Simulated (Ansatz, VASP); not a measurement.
Na4GaTe4S4: VASP beside Ansatz

INCAR

```
SYSTEM = Na4GaTe4S4
  ALGO = Normal
  EDIFF = 1E-7
  ENCUT = 520
  GGA = RE
  ISIF = 2
  ISMEAR = -1
  LASPH = .TRUE.
  LCHARG = .FALSE.
  LREAL = .FALSE.
  LWAVE = .FALSE.
  NBANDS = 56
  NELM = 60
  PREC = Accurate
  SIGMA = 0.1259
```

The input KPOINTS:

```
k-points
0
G
  6 6 6
  0 0 0
```

File POSCAR:

```
Na4GaTe4S4
1.0
    0.0000000000      5.2871440000      5.2871440000
    5.2871440000      0.0000000000      5.2871440000
    5.2871440000      5.2871440000      0.0000000000
Na S Te Ga
4 4 4 1
Direct
    0.4025000000      0.4025000000      0.4025000000
    0.7925000000      0.4025000000      0.4025000000
    0.4025000000      0.4025000000      0.7925000000
    0.4025000000      0.7925000000      0.4025000000
    0.6338000000      0.6338000000      0.6338000000
    0.0986000000      0.6338000000      0.6338000000
    0.6338000000      0.6338000000      0.0986000000
    0.6338000000      0.0986000000      0.6338000000
    0.1372000000      0.1372000000      0.1372000000
    0.5884000000      0.1372000000      0.1372000000
    0.1372000000      0.1372000000      0.5884000000
    0.1372000000      0.5884000000      0.1372000000
    0.0000000000      0.0000000000      0.0000000000
```

Input for Ansatz:

```yaml
crystal:
  lattice:
    - [0.0, 5.287144, 5.287144]
    - [5.287144, 0.0, 5.287144]
    - [5.287144, 5.287144, 0.0]
  atoms:
    - { symbol: Na, position: [0.4025, 0.4025, 0.4025] }
    - { symbol: Na, position: [0.7925, 0.4025, 0.4025] }
    - { symbol: Na, position: [0.4025, 0.4025, 0.7925] }
    - { symbol: Na, position: [0.4025, 0.7925, 0.4025] }
    - { symbol: S, position: [0.6338, 0.6338, 0.6338] }
    - { symbol: S, position: [0.0986, 0.6338, 0.6338] }
    - { symbol: S, position: [0.6338, 0.6338, 0.0986] }
    - { symbol: S, position: [0.6338, 0.0986, 0.6338] }
    - { symbol: Te, position: [0.1372, 0.1372, 0.1372] }
    - { symbol: Te, position: [0.5884, 0.1372, 0.1372] }
    - { symbol: Te, position: [0.1372, 0.1372, 0.5884] }
    - { symbol: Te, position: [0.1372, 0.5884, 0.1372] }
    - { symbol: Ga, position: [0.0, 0.0, 0.0] }
  symmetry: { tolerance: 0.0003 }
kpoints:
  mp_grid: { grid: [6, 6, 6], shift: [0, 0, 0] }
  band_path:
    path:
      - [0.0, 0.0, 0.0]
      - [-0.5, -0.5, 0.0]
      - [-0.375, -0.375, 0.25]
      - [-0.375, 0.0, 0.375]
      - [0.0, 0.0, 0.0]
      - [0.0, 0.0, 0.5]
      - [-0.5, -0.25, 0.25]
      - [-0.5, -0.5, 0.0]
    npoints: 8
magnetization:
  spin_polarized: false
scf:
  occupations: { method: fermi_dirac, width: 0.1259 }
  lower_state_search: "off"
  max_iter: 200
hamiltonian:
  pseudopotentials: { kind: paw }
  xc: revpbe
basis:
  ecutwfc: 420
  fft_grid_basis: typed
output:
  forces: true
  stress: true
  eigenvalues: true
  bader: true
  populations: true
  elf: true
  write_potential: true
  volumetric_format: npy
  dos:
    e_range: [-12, 8]
    de: 0.05
    projected: { site_lists: { Ga: [Ga], Na: [Na], S: [S], Te: [Te] } }
checkpoint:
  read: saved_state
```

Alike in both runs: task single point; functional revPBE; k mesh 6 × 6 × 6; occupations fermi-dirac, width 0.1259 eV; no spin polarisation.

|  | VASP | Ansatz |
| --- | --- | --- |
| version | VASP 6.6.1 | Ansatz 0.2.0 |
| potentials or method | VASP PAW PBE potentials, release 64 (Na_pv, S, Te, Ga_d), cutoff 520 eV | PAW plane waves |
| valence electrons in the cell | 89 | 137 |

|  | VASP | Ansatz | Ansatz less VASP |
| --- | --- | --- | --- |
| pressure (GPa) | 12.0 | 11.9 | -0.05 |
| rms of the force components (eV/Å) | 0.624 | 0.615 | -0.0083 |

VASP's potentials were made for PBE, not for revPBE. Atom by atom the forces differ by 0.010 eV/Å (rms over components). VASP's potentials hold 89 valence electrons a cell and Ansatz's 137, so a difference there can come from the potentials and not from the codes.

Spin-orbit coupling is off throughout.
